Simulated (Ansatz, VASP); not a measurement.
ZnSe in VASP and in Ansatz

INCAR

```
ALGO = Normal ; EDIFF = 1E-7
ENCUT = 520 ; ISIF = 2
ISMEAR = 0 ; LASPH = True
LCHARG = False ; LREAL = False
LWAVE = False ; NBANDS = 16
NELM = 60 ; PREC = Accurate
SIGMA = 0.05
```

File KPOINTS:

```
k-points
0
Gamma
  10 10 10
```

File POSCAR:

```
ZnSe
1.0
    0.0000000000      2.8338000000      2.8338000000
    2.8338000000      0.0000000000      2.8338000000
    2.8338000000      2.8338000000      0.0000000000
Zn Se
1 1
Direct
    0.0000000000      0.0000000000      0.0000000000
    0.7500000000      0.7500000000      0.7500000000
```

Input for Ansatz:

```yaml
crystal:
  lattice:
    - [0.0, 2.8338, 2.8338]
    - [2.8338, 0.0, 2.8338]
    - [2.8338, 2.8338, 0.0]
  atoms:
    - { symbol: Zn, position: [0.0, 0.0, 0.0] }
    - { symbol: Se, position: [0.75, 0.75, 0.75] }
basis:
  ecutwfc: 420
kpoints:
  mp_grid: { grid: [10, 10, 10] }
hamiltonian:
  xc: lda
scf:
  occupations: { method: gaussian, width: 0.05 }
output:
  forces: true
  stress: true
  eigenvalues: true
```

Alike in both runs: task single point; functional LDA; k mesh 10 × 10 × 10; occupations gaussian, width 0.05 eV; no spin polarisation.

|  | VASP | Ansatz |
| --- | --- | --- |
| version | VASP 6.6.1 | Ansatz 0.2.0 |
| potentials or method | VASP PAW LDA potentials, release 64 (Zn, Se), cutoff 520 eV | scalar-relativistic, plane waves, PAW |
| valence electrons in the cell | 18 | 28 |

```tsv
	VASP	Ansatz	Ansatz less VASP
gap on the k mesh at the Fermi level (eV)	1.07	1.03	-0.037
least direct gap on the mesh (eV)	1.07	1.03	-0.037
pressure (GPa)	-3.1	-3.4	-0.30
```

LDA's correlation is that of Perdew and Zunger in VASP and of Perdew and Wang (1992) in Ansatz. VASP's potentials hold 18 valence electrons a cell and Ansatz's 28, so a difference there can come from the potentials and not from the codes.
